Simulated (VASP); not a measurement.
# Y (Immm) in VASP: a series of runs, part 2 of 3

VASP 6.6.1. Earlier steps stand in the parts before.

## 3. Single point, PBEsol (strain +0.0150 x Voigt [0, 0, 0, 1, 0, 0])

Input file INCAR:

```
SYSTEM = Y
  PREC = Accurate
  ENCUT = 520
  EDIFF = 1E-6
  ISMEAR = 0
  SIGMA = 0.15
  LREAL = .FALSE.
  LASPH = .TRUE.
  NELM = 60
  ALGO = Fast
  ISIF = 2
  LWAVE = .FALSE.
  LCHARG = .FALSE.
  GGA = PS
  NBANDS = 12
```

Input file KPOINTS:

```
regular mesh
0
G
  16 16 16
  0 0 0
```

Input file POSCAR:

```
Y
1.0
    0.0000000000      2.5036375000      2.5036375000
    2.4850000000      0.0186375000      2.4850000000
    2.4850000000      2.4850000000      0.0186375000
Y
1
Direct
    0.0000000000      0.0000000000      0.0000000000
```

Potentials or basis: VASP PAW PBE potentials, release 64 (Y_sv).

On the command line:

```sh
$ cat potpaw_PBE.64/Y_sv/POTCAR > POTCAR
$ mpirun -np 1 vasp_std > vasp.out
```

OUTCAR:

```text
SYSTEM = Y
   PREC = Accurate
   ENCUT = 520
   EDIFF = 1E-6
   ISMEAR = 0
   LREAL = .FALSE.
   LASPH = .TRUE.
   NELM = 60
   ISIF = 2
   GGA = PS

 ion  position               nearest neighbor table
   1  0.000  0.000  0.000-

  LATTYP: Found a body centered orthorhombic cell.
 ALAT       =     3.4879632972
 B/A-ratio  =     1.0151133501
 C/A-ratio  =     1.4249003147

  Lattice vectors:

 A1 = (  -2.4850000000,   2.4850000000,   0.0186375000)
 A2 = (  -2.4850000000,  -2.4850000000,  -0.0186375000)
 A3 = (   2.4850000000,   0.0186375000,   2.4850000000)

Analysis of symmetry for initial positions (statically):
=====================================================================
 Subroutine PRICEL returns:
 Original cell was already a primitive cell.

 Routine SETGRP: Setting up the symmetry group for a
 body centered orthorhombic supercell.

 Subroutine GETGRP returns: Found  8 space group operations
 (whereof  8 operations were pure point group operations)
 out of a pool of  8 trial point group operations.

The static configuration has the point symmetry D_2h.

Analysis of symmetry for dynamics (positions and initial velocities):
=====================================================================
 Subroutine PRICEL returns:
 Original cell was already a primitive cell.

 Routine SETGRP: Setting up the symmetry group for a
 body centered orthorhombic supercell.

 Subroutine GETGRP returns: Found  8 space group operations
 (whereof  8 operations were pure point group operations)
 out of a pool of  8 trial point group operations.

The dynamic configuration has the point symmetry D_2h.

 Subroutine INISYM returns: Found  8 space group operations
 (whereof  8 operations are pure point group operations),
 and found     1 'primitive' translations

----------------------------------------------------------------------------------------

                                     Primitive cell

  volume of cell :      30.6891

  direct lattice vectors                    reciprocal lattice vectors
     0.000000000  2.503637500  2.503637500    -0.201207243  0.199709423  0.199709423
     2.485000000  0.018637500  2.485000000     0.201207243 -0.202727701  0.202727701
     2.485000000  2.485000000  0.018637500     0.201207243  0.202727701 -0.202727701

  length of vectors
     3.540678108  3.514370122  3.514370122     0.346773791  0.350259042  0.350259042

  position of ions in fractional coordinates (direct lattice)
     0.000000000  0.000000000  0.000000000

  ion indices of the primitive-cell ions
   primitive index   ion index
                 1           1

----------------------------------------------------------------------------------------

 KPOINTS: regular mesh

Automatic generation of k-mesh.
 Grid dimensions read from file:
 generate k-points for:   16   16   16

 Generating k-lattice:

  Cartesian coordinates                     Fractional coordinates (reciprocal lattice)
    -0.012575453  0.012481839  0.012481839     0.062500000 -0.000000000 -0.000000000
     0.012575453 -0.012670481  0.012670481     0.000000000  0.062500000 -0.000000000
     0.012575453  0.012670481 -0.012670481     0.000000000  0.000000000  0.062500000

  Length of vectors
     0.021673362  0.021891190  0.021891190

  Shift w.r.t. Gamma in fractional coordinates (k-lattice)
     0.000000000  0.000000000  0.000000000

 Subroutine IBZKPT returns following result:
 ===========================================

 Found    621 irreducible k-points:

 Following reciprocal coordinates:
            Coordinates               Weight
  0.000000  0.000000  0.000000      1.000000
  0.062500  0.000000  0.000000      4.000000
  0.125000  0.000000  0.000000      4.000000
  0.187500  0.000000  0.000000      4.000000
  0.250000  0.000000  0.000000      4.000000
  0.312500  0.000000  0.000000      4.000000
[... 16 lines left out ...]
 -0.187500  0.062500 -0.000000      8.000000
 -0.125000  0.062500 -0.000000      8.000000
 [... further k-points ...]
   k-points           NKPTS =    621   k-points in BZ     NKDIM =    621   number of bands    NBANDS=     12
   number of dos      NEDOS =    301   number of ions     NIONS =      1
   total plane-waves  NPLWV =  21952
   dimension x,y,z NGX =    28 NGY =   28 NGZ =   28
   dimension x,y,z NGXF=    56 NGYF=   56 NGZF=   56
   ions per type =               1
   NGX,Y,Z   is equivalent  to a cutoff of  13.15, 13.25, 13.25 a.u.
   NGXF,Y,Z  is equivalent  to a cutoff of  26.29, 26.49, 26.49 a.u.
 SYSTEM =  Y
   PREC   = accura    normal or accurate (medium, high low for compatibility)
   ISTART =      0    job   : 0-new  1-cont  2-samecut
   ICHARG =      2    charge: 1-file 2-atom 10-const
   ISPIN  =      1    spin polarized calculation?
   LNONCOLLINEAR =      F non collinear calculations
   LSORBIT =      F    spin-orbit coupling
   LASPH  =      T    aspherical Exc in radial PAW
   ENCUT  =  520.0 eV  38.22 Ry    6.18 a.u.   6.58  6.53  6.53*2*pi/ulx,y,z
   NELM   =     60;   NELMIN=  2; NELMDL= -5     # of ELM steps
   EDIFF  = 0.1E-05   stopping-criterion for ELM
   LREAL  =      F    real-space projection
   EDIFFG = 0.1E-04   stopping-criterion for IOM
   NSW    =      0    number of steps for IOM
   IBRION =     -1    ionic relax: 0-MD 1-quasi-New 2-CG
   NFREE  =      0    steps in history (QN), initial steepest desc. (CG)
   ISIF   =      2    stress and relaxation
   ISYM   =      2    0-nonsym 1-usesym 2-fastsym
   POTIM  = 0.5000    time-step for ionic-motion
   TEBEG  =    0.0;   TEEND  =   0.0 temperature during run
   PSTRESS=    0.0 pullay stress
   NELECT =      11.0000    total number of electrons
   NUPDOWN=      -1.0000    fix difference up-down
   EMIN   =  10.00;   EMAX   =-10.00  energy-range for DOS
   EFERMI =   0.00;   METHOD = LEGACY
   ISMEAR =     0;   SIGMA  =   0.15  broadening in eV -4-tet -1-fermi 0-gaus
   EFERMI_NEDOS =   21; number of points for ismear=-14 and -15
   IALGO  =     68    algorithm
   IMIX   =      4    mixing-type and parameters
     AMIX     =   0.40;   BMIX     =  1.00
     AMIX_MAG =   1.60;   BMIX_MAG =  1.00
  volume/ion in A,a.u.               =      30.69       207.10
  Fermi-wavevector in a.u.,A,eV,Ry     =   1.162905  2.197571 18.399804  1.352347
  Thomas-Fermi vector in A             =   2.299461
   LORBIT       =      0    0 simple, 1 ext, 2 COOP (PROOUT), +10 PAW based schemes
   GGA     = PS    functional components
   LHFCALC =     F    Hartree Fock is set to
   AEXX    =    0.0000 exact exchange contribution
   IVDW    =     0    specifies the selected vdW correction
   LEPSILON=     F    determine dielectric tensor
   LRPA    =     F    only Hartree local field effects (RPA)
 non-spin polarized calculation
 RMM-DIIS sequential band-by-band and
 Gauss-broadening in eV      SIGMA  =   0.15
  energy-cutoff  :      520.00
  volume of cell :       30.69
 maximum number of plane-waves:       869
   NGX = 13   NGY = 13   NGZ = 13

 number of electron      11.0000000 magnetization

 Free energy of the ion-electron system (eV)
  ---------------------------------------------------
  ext. energy  EPLUGINS =         0.00000000
  ---------------------------------------------------
  free energy    TOTEN  =        -6.80950215 eV

  energy without entropy =       -6.79365010  energy(sigma->0) =       -6.80157613

 E-fermi :   3.2690     XC(G=0):  -9.7997

 val. band max:        3.2687422416   @ k =  -0.4375   0.3125   0.1875
 cond. band min:       3.2698509449   @ k =  -0.1250  -0.3750   0.1875
 fundamental gap:      0.0011087034
 Fermi energy:         3.2689942206

 k-point     1 :       0.0000    0.0000    0.0000
  band No.  band energies     occupation
      1     -39.1789      2.00000
      2     -18.8533      2.00000
      3     -18.8464      2.00000
      4     -18.8390      2.00000
      5      -1.5897      2.00000
      6       5.0182      0.00000
      7       5.1032      0.00000
      8       5.1981      0.00000
      9       7.2703      0.00000
     10       7.2709      0.00000
     11      12.4203      0.00000
     12      15.7224      0.00000
[... 331 lines left out ...]
 k-point    24 :      -0.1250    0.0625   -0.0000
  band No.  band energies     occupation
      1     -39.1601      2.00000
      2     -19.0031      2.00000
      3     -18.8824      2.00000
      4     -18.8578      2.00000
      5      -0.9573      2.00000
      6       4.4641      0.00000
      7       5.3091      0.00000
      8       5.4320      0.00000
      9       6.7810      0.00000
     10       7.2857      0.00000
     11      13.6753      0.00000
     12      14.3056      0.00000

 [... further k-points ...]

------------------------ aborting loop because EDIFF is reached ----------------------------------------

  FORCE on cell =-STRESS in cart. coord.  units (eV):
  Direction    XX          YY          ZZ          XY          YZ          ZX
  --------------------------------------------------------------------------------------
  -------------------------------------------------------------------------------------
  Total        0.0115763      0.0134630      0.0134630      0.0000000     -0.1008962      0.0000000
  in kB        0.6043600      0.7028585      0.7028585      0.0000000     -5.2674536      0.0000000
  external PRESSURE =       0.6700257 kB  Pullay stress =       0.0000000 kB

 VOLUME and BASIS-vectors are now :
 -----------------------------------------------------------------------------
  energy-cutoff  :      520.00
  volume of cell :       30.69
      direct lattice vectors                 reciprocal lattice vectors
     0.000000000  2.503637500  2.503637500    -0.201207243  0.199709423  0.199709423
     2.485000000  0.018637500  2.485000000     0.201207243 -0.202727701  0.202727701
     2.485000000  2.485000000  0.018637500     0.201207243  0.202727701 -0.202727701

 POSITION                                       TOTAL-FORCE (eV/Angst)
 -----------------------------------------------------------------------------------
      0.00000      0.00000      0.00000        -0.000000     -0.000000     -0.000000
 -----------------------------------------------------------------------------------
    total drift:                               -0.000000     -0.000000     -0.000000

  FREE ENERGIE OF THE ION-ELECTRON SYSTEM (eV)
  ---------------------------------------------------
  free  energy   TOTEN  =        -6.8095021544 eV

  energy  without entropy=       -6.7936501003  energy(sigma->0) =       -6.80157613
```

Wall time 2.4 min (1 thread of Intel Xeon Platinum 8559C (Emerald Rapids), shared host); peak memory 0.38 GiB.

Results:

* Free energy: -6.8095 eV
* Pressure: 0.1 GPa
* Band gap on the k mesh: zero (an odd number of electrons rules out a gap without spin polarisation)

Caveat: the cell differs from its parent crystal (strain +0.0150 x Voigt [0, 0, 0, 1, 0, 0]); the PAW data sets were made with another functional, which shifts forces and pressure a little.

[end of part 2 of 3]
